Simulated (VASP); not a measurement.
Set up this calculation in VASP 6.6.1, as the native input.

- Task: single point
- Functional: PBE
- Potentials or basis: VASP PAW PBE potentials, release 64 (Ag, Br)
- Cutoff: 520 eV
- k mesh: 6 × 6 × 6
- Occupations: gaussian, width 0.1 eV
- Spin: no spin polarisation
- Dipole correction: no
- Further INCAR settings: ALGO = Normal; EDIFF = 1e-06; NBANDS = 24

The structure of AgBr3 lies in POSCAR:

```
AgBr3
1.0
    2.9221105100      1.6870812900      4.5171122700
   -2.9221105100      1.6870812900      4.5171122700
    0.0000000000     -3.3741625800      4.5171122700
Ag Br
1 3
Direct
    0.5000000000      0.5000000000      0.5000000000
    0.5000000000      0.5000000000      0.0000000000
    0.0000000000      0.5000000000      0.5000000000
    0.5000000000      0.0000000000      0.5000000000
```

The input as run:

INCAR

```
  PREC = Accurate
  ENCUT = 520
  EDIFF = 1E-6
  ISMEAR = 0
  SIGMA = 0.1
  LREAL = F
  LASPH = T
  NELM = 60
  ALGO = Normal
  ISIF = 2
  LWAVE = F
  LCHARG = F
  GGA = PE
  NBANDS = 24
```

KPOINTS

```
Automatic mesh
0
Gamma
  6 6 6
```

Potentials or basis: VASP PAW PBE potentials, release 64 (Ag, Br).

Launch:

```console
$ cat potpaw_PBE.64/Ag/POTCAR potpaw_PBE.64/Br/POTCAR > POTCAR
$ mpirun -np 1 vasp_std > vasp.out
```

It gave:

| Property | Result |
| --- | --- |
| Pressure | 4.1 GPa |
| Band gap on the k mesh | zero (band 16 reaches 2.05 eV, above the bottom of band 17 at 0.56 eV) |

Run time: 57 s on 1 thread of Intel(R) Xeon(R) 6975P-C (Granite Rapids), on a shared host, peak memory 0.3 GiB.
